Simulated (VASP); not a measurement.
A run of VASP 6.6.1:

INCAR

```
SYSTEM = NaH
PREC = Accurate ; ENCUT = 520
EDIFF = 1E-8 ; ISMEAR = 0
SIGMA = 0.01 ; LREAL = .False.
LASPH = .True. ; NELM = 100
ALGO = Normal ; ISIF = 2
LWAVE = .False. ; LCHARG = .False.
GGA = PS ; IBRION = 8
NSW = 1
```

Contents of KPOINTS:

```
Automatic mesh
0
Gamma
  8 8 8
  0 0 0
```

POSCAR

```
NaH
1.0
    2.2410442664      2.2410442664      0.0000000000
   -2.2410442664      2.2410442664      0.0000000000
    0.0000000000      2.2410442664      2.2410442664
Na H
1 1
Direct
    0.0000000000      0.0000000000      0.0000000000
    0.5000000000      0.5000000000      0.0000000000
```

Potentials or basis: VASP PAW PBE potentials, release 64 (Na_pv, H).

The run is started by

```console
$ cat potpaw_PBE.64/Na_pv/POTCAR potpaw_PBE.64/H/POTCAR > POTCAR
$ mpirun -np 1 vasp_std > vasp.out
```

Hardware: 1 thread of Intel Xeon 8259CL, with other jobs on the host.

**Question.** How long does it take, and how much memory?

**Answer.** It took 52 s on 1 thread of Intel Xeon 8259CL, on a shared host, peak memory 0.16 GiB. Counts: scf iterations 38, k points 29.
